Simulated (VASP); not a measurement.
Set up this calculation in VASP 6.6.1, as the native input.

```
Task                   : single point
Functional             : LDA
Potentials or basis    : VASP PAW LDA potentials, release 64 (Ir)
Cutoff                 : 520 eV
k mesh                 : 16 × 16 × 12
Occupations            : gaussian, width 0.15 eV
Spin                   : no spin polarisation
Dipole correction      : no
Further INCAR settings : ALGO = Fast; EDIFF = 1e-06; NBANDS = 16
```

The structure of Ir lies in POSCAR:

```
Ir
1.0
    0.0000000000     -1.9054060557     -1.9054060557
    0.0000000000      1.9054060557     -1.9054060557
    3.8108121114      0.0000000000      0.0000000000
Ir
2
Direct
    0.5151148885      0.4848851115      0.4719219954
   -0.0151148885      0.0151148885      0.0280780046
```

This cell differs from its parent crystal: atoms displaced along several vibrational modes.

The input as run:

INCAR

```
SYSTEM = Ir
ALGO = Fast
EDIFF = 1E-6
ENCUT = 520
ISIF = 2
ISMEAR = 0
LASPH = .TRUE.
LCHARG = .FALSE.
LREAL = .FALSE.
LWAVE = .FALSE.
NBANDS = 16
NELM = 60
PREC = Accurate
SIGMA = 0.15
```

KPOINTS

```
k-points
0
G
  16 16 12
  0 0 0
```

Potentials or basis: VASP PAW LDA potentials, release 64 (Ir).

Run with:

```bash
$ cat potpaw_LDA.64/Ir/POTCAR > POTCAR
$ mpirun -np 1 vasp_std > vasp.out
```

Results of the run:

| Quantity | Value |
| --- | --- |
| Pressure | 14.2 GPa |
| Largest force | 3.626 eV/Å |
| Band gap on the k mesh | zero (bands 9 and 10 overlap by 2.69 eV) |

Caveat: the cell differs from its parent crystal (atoms displaced along several vibrational modes); the stress differs along the axes, from 11 to 17 GPa; spin-orbit coupling is left out, which moves the levels of the heavy elements; forces of over 1 eV/Å act on the atoms, so gaps and moduli don't describe the material at rest.

Wall time 3.4 min on 1 thread of Intel(R) Xeon(R) 6975P-C (Granite Rapids) (shared host), peak memory 0.39 GiB.
